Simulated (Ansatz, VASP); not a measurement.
## KBr in VASP and in Ansatz

The input POSCAR:

```
KBr
1.0
    3.9763217797      0.0000000000      0.0000000000
    0.0000000000      3.9763217797      0.0000000000
    0.0000000000      0.0000000000      3.9763217797
K Br
1 1
Direct
    0.0000000000      0.0000000000      0.0000000000
    0.5000000000      0.5000000000      0.5000000000
```

INCAR.step1

```
SYSTEM = KBr
PREC     = Accurate       ! precision mode
ENCUT    = 520            ! plane-wave cutoff, eV
EDIFF    = 1E-5           ! SCF threshold, eV
ISMEAR   = 0              ! smearing method
SIGMA    = 0.01           ! smearing width, eV
LREAL    = .FALSE.        ! projectors in reciprocal space
LASPH    = .TRUE.         ! aspherical terms in the spheres
NELM     = 80             ! most SCF steps
ALGO     = Normal         ! electronic algorithm
ISIF     = 2              ! what is computed and relaxed
LWAVE    = .TRUE.         ! write WAVECAR
NBANDS   = 15             ! bands
GGA      = PE             ! functional
```

INCAR.step2

```
SYSTEM = KBr
PREC     = Accurate       ! precision mode
ENCUT    = 520            ! plane-wave cutoff, eV
EDIFF    = 1E-7           ! SCF threshold, eV
ISMEAR   = 0              ! smearing method
SIGMA    = 0.01           ! smearing width, eV
LREAL    = .FALSE.        ! projectors in reciprocal space
LASPH    = .TRUE.         ! aspherical terms in the spheres
NELM     = 80             ! most SCF steps
ALGO     = Normal         ! electronic algorithm
ISIF     = 2              ! what is computed and relaxed
LWAVE    = .FALSE.        ! write WAVECAR
LCHARG   = .TRUE.         ! write CHGCAR
GGA      = PE             ! functional
LHFCALC  = .TRUE.         ! exact exchange
HFSCREEN = 0.2079         ! screening, 1/A
PRECFOCK = Normal       
LELF     = .TRUE.         ! ELF
LVHAR    = .TRUE.       
NBANDS   = 15             ! bands
ISTART   = 1
```

The input KPOINTS:

```
Automatic mesh
0
G
  4 4 4
  0 0 0
```

Input for Ansatz:

```yaml
crystal:
  lattice:
    - [3.9763217797, 0.0, 0.0]
    - [0.0, 3.9763217797, 0.0]
    - [0.0, 0.0, 3.9763217797]
  atoms:
    - { symbol: K, position: [0.0, 0.0, 0.0] }
    - { symbol: Br, position: [0.5, 0.5, 0.5] }
kpoints:
  mp_grid: { grid: [4, 4, 4] }
hamiltonian:
  xc: hse06
scf:
  occupations: { method: fixed }
  n_extra_bands: 4
  eigensolver: { kind: dense }
output:
  forces: true
  stress: true
  eigenvalues: true
```

Alike in both runs: task single point; functional HSE06; k mesh 4 × 4 × 4; no spin polarisation.

|  | VASP | Ansatz |
| --- | --- | --- |
| version | VASP 6.6.1 | Ansatz 0.2.0 |
| potentials or method | VASP PAW PBE potentials, release 64 (K_sv, Br) | plane waves |
| plane-wave cutoff (eV) | 520 | 420 |
| occupations | gaussian, width 0.01 eV | fixed |
| valence electrons in the cell | 16 | 16 |

|  | VASP | Ansatz | Ansatz less VASP |
| --- | --- | --- | --- |
| gap on the k mesh at the Fermi level (eV) | 5.19 | 5.19 | +0.003 |
| pressure (GPa) | 0.5 | 0.5 | -0.02 |

Ansatz's warnings: stress exchange threshold loose, stress scf threshold loose.
